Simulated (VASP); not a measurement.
Crystal: MnO2.

```xyz
3
Lattice="2.9203 0.0000 0.0000 -1.4602 2.5291 0.0000 0.0000 0.0000 5.5070" Properties=species:S:1:pos:R:3 pbc="T T T"
Mn    0.0000    0.0000    0.0000
O     0.0000    1.6860    0.9520
O     1.4602    0.8430    4.5550
```

Base run:

| Item | Value |
| --- | --- |
| Program | VASP 6.6.1 |
| Functional | PBE |
| Potentials or basis | VASP PAW PBE potentials, release 64 (Mn_pv, O) |
| Cutoff | 520 eV |
| k mesh | 10 × 10 × 6 |
| Occupations | gaussian, width 0.05 eV |
| Spin | collinear spin, ferromagnetic start |
| Starting moments | [3.15, 0.0, 0.0] μB |
| Hubbard terms | Mn d U = 3.9 eV |

Its results: band gap on the k mesh 1.85 eV (least direct gap 2.03 eV); pressure 0.4 GPa; net moment 3.00 μB per cell; site moments Mn +3.24; O -0.13 μB; largest force 0.086 eV/Å.

Task: The run is repeated on the same cell with these changes: hubbard terms from Mn d U = 3.9 eV to Mn d U = 2.0 eV. What comes out?

Result: Band gap on the k mesh 1.98 eV (least direct gap 2.21 eV); pressure -2.1 GPa; net moment 3.00 μB per cell; site moments Mn +3.06; O -0.05 μB; largest force 0.071 eV/Å.

Caveats: a cell with one magnetic atom can't hold antiferromagnetic order, which such compounds often take.

A k mesh can miss the band edges.
